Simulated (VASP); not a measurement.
# Be2CdO3 (P4/mmm) in VASP: further runs, part 2 of 2

VASP 6.6.1.

**3. Single point, PBE**

This run uses another cell than the first one, of 12.57 Å³/atom.

INCAR reads:

```
SYSTEM = Be2CdO3
ALGO = Normal
EDIFF = 1E-6
ENCUT = 520
GGA = PE
ISIF = 2
ISMEAR = 0
LASPH = .True.
LCHARG = .False.
LREAL = .False.
LWAVE = .False.
NBANDS = 26
NELM = 80
PREC = Accurate
SIGMA = 0.1
```

KPOINTS reads:

```
k-points
0
Gamma
  6 6 2
  0 0 0
```

POSCAR reads:

```
Be2CdO3
1.0
    2.8257696800      0.0000000000      0.0000000000
    0.0000000000      2.8257696800      0.0000000000
    0.0000000000      0.0000000000      9.4460041600
Be Cd O
2 1 3
Direct
    0.5000000000      0.5000000000      0.8473602500
    0.5000000000      0.5000000000      0.1526397500
    0.5000000000      0.5000000000      0.5000000000
    0.0000000000      0.0000000000      0.0000000000
    0.0000000000      0.0000000000      0.7145522800
    0.0000000000      0.0000000000      0.2854477200
```

Potentials or basis: VASP PAW PBE potentials, release 64 (Be, Cd, O).

On the command line:

```bash
$ cat potpaw_PBE.64/Be/POTCAR potpaw_PBE.64/Cd/POTCAR potpaw_PBE.64/O/POTCAR > POTCAR
$ mpirun -np 1 vasp_std > vasp.out
```

OUTCAR:

```text
SYSTEM = Be2CdO3
   EDIFF = 1E-6
   ENCUT = 520
   GGA = PE
   ISIF = 2
   ISMEAR = 0
   LASPH = .True.
   LREAL = .False.
   NELM = 80
   PREC = Accurate

 ion  position               nearest neighbor table
   1  0.500  0.500  0.847-
   2  0.500  0.500  0.153-
   3  0.500  0.500  0.500-   5 2.85   6 2.85   5 2.85   6 2.85   5 2.85   6 2.85   5 2.85   6 2.85

   4  0.000  0.000  0.000-
   5  0.000  0.000  0.715-   3 2.85   3 2.85   3 2.85   3 2.85
   6  0.000  0.000  0.285-   3 2.85   3 2.85   3 2.85   3 2.85

  LATTYP: Found a simple tetragonal cell.
 ALAT       =     2.8257696800
 C/A-ratio  =     3.3428075285

  Lattice vectors:

 A1 = (   2.8257696800,   0.0000000000,   0.0000000000)
 A2 = (   0.0000000000,   2.8257696800,   0.0000000000)
 A3 = (   0.0000000000,   0.0000000000,   9.4460041600)

Analysis of symmetry for initial positions (statically):
=====================================================================
 Subroutine PRICEL returns:
 Original cell was already a primitive cell.

 Routine SETGRP: Setting up the symmetry group for a
 simple tetragonal supercell.

 Subroutine GETGRP returns: Found 16 space group operations
 (whereof 16 operations were pure point group operations)
 out of a pool of 16 trial point group operations.

The static configuration has the point symmetry D_4h.

Analysis of symmetry for dynamics (positions and initial velocities):
=====================================================================
 Subroutine PRICEL returns:
 Original cell was already a primitive cell.

 Routine SETGRP: Setting up the symmetry group for a
 simple tetragonal supercell.

 Subroutine GETGRP returns: Found 16 space group operations
 (whereof 16 operations were pure point group operations)
 out of a pool of 16 trial point group operations.

The dynamic configuration has the point symmetry D_4h.
[... 121 lines left out ...]
     AMIX     =   0.40;   BMIX     =  1.00
     AMIX_MAG =   1.60;   BMIX_MAG =  1.00
  volume/ion in A,a.u.               =      12.57        84.83
  Fermi-wavevector in a.u.,A,eV,Ry     =   1.255241  2.372062 21.437761  1.575631
  Thomas-Fermi vector in A             =   2.389008
   LORBIT       =      0    0 simple, 1 ext, 2 COOP (PROOUT), +10 PAW based schemes
   GGA     = PE    functional components
   LHFCALC =     F    Hartree Fock is set to
   AEXX    =    0.0000 exact exchange contribution
   IVDW    =     0    specifies the selected vdW correction
   LEPSILON=     F    determine dielectric tensor
   LRPA    =     F    only Hartree local field effects (RPA)
 non-spin polarized calculation
 Gauss-broadening in eV      SIGMA  =   0.10
  energy-cutoff  :      520.00
  volume of cell :       75.43
 maximum number of plane-waves:      2064
 NGX is ok and might be reduce to    24
   NGX = 11   NGY = 11   NGZ = 35

 number of electron      34.0000011 magnetization

 Free energy of the ion-electron system (eV)
  ---------------------------------------------------
  ext. energy  EPLUGINS =         0.00000000
  ---------------------------------------------------
  free energy    TOTEN  =       -24.18169359 eV

  energy without entropy =      -24.16948243  energy(sigma->0) =      -24.17558801

 E-fermi :   1.9495     XC(G=0): -10.1888

 val. band max:        1.9248362357   @ k =   0.3333   0.0000   0.5000
 cond. band min:       1.9687112891   @ k =   0.0000   0.0000   0.5000
 fundamental gap:      0.0438750534
 Fermi energy:         1.9494656514

 k-point     1 :       0.0000    0.0000    0.0000
  band No.  band energies     occupation
      1     -15.1830      2.00000
      2     -14.8660      2.00000
      3     -14.5177      2.00000
      4      -7.9464      2.00000
      5      -7.3889      2.00000
      6      -6.2415      2.00000
[... 569 lines left out ...]
     25       8.3007      0.00000
     26       8.3007      0.00000

------------------------ aborting loop because EDIFF is reached ----------------------------------------

  FORCE on cell =-STRESS in cart. coord.  units (eV):
  Direction    XX          YY          ZZ          XY          YZ          ZX
  --------------------------------------------------------------------------------------
  -------------------------------------------------------------------------------------
  Total      -10.7330774    -10.7330774    -17.2518686      0.0000000     -0.0000000     -0.0000000
  in kB     -227.9886307   -227.9886307   -366.4587275      0.0000000     -0.0000000     -0.0000000
  external PRESSURE =    -274.1453296 kB  Pullay stress =       0.0000000 kB

 VOLUME and BASIS-vectors are now :
 -----------------------------------------------------------------------------
  energy-cutoff  :      520.00
  volume of cell :       75.43
      direct lattice vectors                 reciprocal lattice vectors
     2.825769680  0.000000000  0.000000000     0.353885884  0.000000000  0.000000000
     0.000000000  2.825769680  0.000000000     0.000000000  0.353885884  0.000000000
     0.000000000  0.000000000  9.446004160     0.000000000  0.000000000  0.105864870

 POSITION                                       TOTAL-FORCE (eV/Angst)
 -----------------------------------------------------------------------------------
      1.41288      1.41288      8.00417        -0.000000     -0.000000     -0.518699
      1.41288      1.41288      1.44184        -0.000000      0.000000      0.518699
      1.41288      1.41288      4.72300        -0.000000     -0.000000      0.000000
      0.00000      0.00000      0.00000        -0.000000     -0.000000      0.000000
      0.00000      0.00000      6.74966        -0.000000      0.000000      0.549538
      0.00000      0.00000      2.69634         0.000000      0.000000     -0.549538
 -----------------------------------------------------------------------------------
    total drift:                                0.000000      0.000000     -0.000000

  FREE ENERGIE OF THE ION-ELECTRON SYSTEM (eV)
  ---------------------------------------------------
  free  energy   TOTEN  =       -24.1816935937 eV

  energy  without entropy=      -24.1694824299  energy(sigma->0) =      -24.17558801
```

stdout:

```text
POSCAR found type information on POSCAR BeCdO
 POSCAR found :  3 types and       6 ions
 scaLAPACK will be used
 LDA part: xc-table for (Slater+PW92), standard interpolation
 POSCAR, INCAR and KPOINTS ok, starting setup
 FFT: planning ... GRIDC
 FFT: planning ... GRID_SOFT
 FFT: planning ... GRID
 WAVECAR not read
 entering main loop
```

It took 28 s on 1 thread of Intel Xeon 6975P-C (Granite Rapids), shared host; peak memory 0.21 GiB.

Results:

* Free energy: -24.1817 eV
* Pressure: -27.4 GPa
* Largest force: 0.550 eV/Å
* Band gap on the k mesh: zero (bands 17 and 18 overlap by 0.33 eV)

Forces in eV/Å, atoms in the order of the input:
```
Be   0.000  0.000 -0.519
Be   0.000  0.000  0.519
Cd   0.000  0.000  0.000
O    0.000  0.000  0.000
O    0.000  0.000  0.550
O    0.000  0.000 -0.550
```

Caveat: the k points lie up to 0.37 Å⁻¹ apart; semilocal functionals underestimate gaps, so a narrow gap can read as zero.

**4. Single point, PBE, collinear spin, ferromagnetic start**

INCAR reads:

```
PREC = Accurate ; ENCUT = 520
EDIFF = 1E-6 ; ISMEAR = 0
SIGMA = 0.1 ; LREAL = False
LASPH = True ; NELM = 150
ALGO = Normal ; ISIF = 2
LWAVE = False ; LCHARG = False
ISPIN = 2 ; MAGMOM = 0 0 0 1 1 1
LORBIT = 11 ; GGA = PE
NBANDS = 30
```

KPOINTS reads:

```
regular mesh
0
Gamma
  6 6 2
```

POSCAR reads:

```
Be2CdO3
1.0
    2.5703195263      0.0000000000      0.0000000000
    0.0000000000      2.5703195263      0.0000000000
    0.0000000000      0.0000000000      7.9764672765
Be Cd O
2 1 3
Direct
    0.5000000000      0.5000000000      0.8458936172
    0.5000000000      0.5000000000      0.1541063828
    0.5000000000      0.5000000000      0.5000000000
    0.0000000000      0.0000000000      0.0000000000
    0.0000000000      0.0000000000      0.7067543622
    0.0000000000      0.0000000000      0.2932456378
```

On the command line:

```bash
$ cat potpaw_PBE.64/Be/POTCAR potpaw_PBE.64/Cd/POTCAR potpaw_PBE.64/O/POTCAR > POTCAR
$ mpirun -np 1 vasp_std > vasp.out
```

It took 51 s on 1 thread of Intel Xeon 6975P-C (Granite Rapids), shared host; peak memory 0.2 GiB.

It converged, with:

```
Free energy                                           : -26.9976 eV
Pressure                                              : 1.1 GPa
Largest force                                         : 0.088 eV/Å
Band gap on the k mesh                                : zero (filled and empty bands overlap)
Net moment                                            : 0.00 μB per cell
Valence electrons inside the program's atomic spheres : Be 0.61; Cd 10.40; O 4.95, 4.96 (each value once)
```

Forces on the atoms (eV/Å):
```
Be   0.000  0.000  0.010
Be   0.000  0.000 -0.010
Cd   0.000  0.000  0.000
O    0.000  0.000  0.000
O    0.000  0.000  0.088
O    0.000  0.000 -0.088
```

Stress tensor (GPa, compression positive):
```
1.22 0.00 0.00
0.00 1.22 0.00
0.00 0.00 0.98
```

Levels at points of the mesh, in eV from the Fermi level:
Spin up:
```tsv
k point	band 15	band 16	band 17	band 18	band 19	band 20
(0.00, 0.00, 0.00)	-1.14	-0.69	-0.69	-0.39	2.97	3.76
(0.50, 0.00, 0.00)	-0.75	-0.29	-0.09	3.23	3.30	4.99
(0.50, 0.50, 0.00)	-3.57	-1.85	-0.08	2.76	3.95	4.02
(0.00, 0.00, 0.50)	-1.50	-0.55	-0.55	1.02	2.28	4.11
(0.50, 0.00, 0.50)	-0.88	-0.62	-0.12	2.64	4.25	5.94
(0.50, 0.50, 0.50)	-3.13	-2.22	0.01	2.76	3.98	4.00
```
Spin down:
```
           k point  band 14  band 15  band 16  band 17  band 18  band 19  band 20  band 21
(0.00, 0.00, 0.00)    -1.14    -1.14    -0.69    -0.69    -0.39     2.97     3.76     7.01
(0.50, 0.00, 0.00)    -0.78    -0.75    -0.29    -0.09     3.23     3.31     4.99     6.82
(0.50, 0.50, 0.00)    -3.92    -3.57    -1.85    -0.08     2.76     3.95     4.02     5.17
(0.00, 0.00, 0.50)    -1.50    -1.50    -0.55    -0.55     1.02     2.28     4.11     6.69
(0.50, 0.00, 0.50)    -1.80    -0.88    -0.62    -0.12     2.64     4.25     5.94     6.28
(0.50, 0.50, 0.50)    -3.13    -3.13    -2.22     0.01     2.76     3.98     4.00     4.05
```

Caveat: the k points lie up to 0.41 Å⁻¹ apart; semilocal functionals underestimate gaps, so a narrow gap can read as zero.

**5. Overview**

| spin | cell | gap on the mesh (eV) | pressure (GPa) | largest force (eV/Å) |
| --- | --- | --- | --- | --- |
| off | a = 2.570, b = 2.570, c = 7.976 Å, 6 atoms, atomic positions A | none | 1.1 | 0.09 |
| off | a = 2.826, b = 2.826, c = 9.446 Å, 6 atoms, atomic positions B | none | -27.4 | 0.55 |
| collinear, ferromagnetic start | a = 2.570, b = 2.570, c = 7.976 Å, 6 atoms, atomic positions A | none | 1.1 | 0.09 |

Alike in all rows: task single point; level PBE; potentials or basis VASP PAW PBE potentials, release 64 (Be, Cd, O); k mesh 6 × 6 × 2; cutoff (eV) 520; smearing gaussian 0.1 eV.

Caveats: all runs use coarse meshes; semilocal functionals underestimate gaps, so a narrow gap can read as zero.

Absolute energies hang on the potentials; compare differences alone.
